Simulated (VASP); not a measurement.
Wanted: the native input for a VASP 6.6.1 run.

| Quantity | Value |
| --- | --- |
| Task | single point |
| Functional | PBEsol |
| Potentials or basis | VASP PAW PBE potentials, release 64 (Cd, S) |
| Cutoff | 500 eV |
| k mesh | 6 × 6 × 6 |
| Occupations | gaussian, width 0.05 eV |
| Spin | no spin polarisation |
| Dipole correction | no |
| Further INCAR settings | ALGO = Normal; EDIFF = 1e-06; NBANDS = 16 |

The structure of CdS lies in POSCAR:

```
CdS
1.0
    0.0000000000      2.9961014869      2.9961014869
    2.9961014869      0.0000000000      2.9961014869
    2.9961014869      2.9961014869      0.0000000000
Cd S
1 1
Direct
    0.0000000000      0.0000000000      0.0000000000
    0.2500000000      0.2500000000      0.2500000000
```

The input as run:

INCAR

```
ALGO = Normal
EDIFF = 1E-6
ENCUT = 500
GGA = PS
GGA_COMPAT = F
ISIF = 2
ISMEAR = 0
LASPH = T
LCHARG = F
LREAL = F
LWAVE = F
NBANDS = 16
NELM = 120
PREC = Accurate
SIGMA = 0.05
```

KPOINTS

```
k-points
0
Gamma
  6 6 6
```

Potentials or basis: VASP PAW PBE potentials, release 64 (Cd, S).

Command:

```console
$ cat potpaw_PBE.64/Cd/POTCAR potpaw_PBE.64/S/POTCAR > POTCAR
$ mpirun -np 1 vasp_std > vasp.out
```

It gave:

```yaml
Pressure: -4.0 GPa
Band_gap_on_the_k_mesh: 0.84 eV
```

Caveat: the cell stands under tension; the PAW data sets were made with another functional, which shifts forces and pressure a little.

Run time: 24 s on 1 thread of Intel Xeon 8259CL, with other jobs on the host, peak memory 0.18 GiB.
